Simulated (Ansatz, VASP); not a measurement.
**Two plane-wave programs on GaN**

```
CELL_PARAMETERS angstrom
0.00000 2.10852 2.17177
2.10852 0.00000 2.17177
2.10852 2.10852 0.00000
ATOMIC_POSITIONS crystal
Ga 0.00000 0.00000 0.00000
N 0.50000 0.50000 0.50000
```

Change from the starting cell: uniaxial_z strain +3.0%.

Alike in both runs: task single point; functional PBE; k mesh 10 × 10 × 10; occupations fermi-dirac, width 0.02 eV; no spin polarisation.

|  | VASP | Ansatz |
| --- | --- | --- |
| version | VASP 6.6.1 | Ansatz 0.2.0 |
| potentials or method | VASP PAW PBE potentials, release 64 (Ga_d, N) | plane waves, PAW |
| plane-wave cutoff (eV) | 520 | 420 |
| valence electrons in the cell | 18 | 18 |

```csv
,VASP,Ansatz,Ansatz less VASP
pressure (GPa),2.5,1.7,-0.77
"traceless stress, the component that is largest in VASP (GPa)",-3.27,-3.21,+0.062
```

The functional is the same, so the differences come from potentials, cutoffs and numerics.
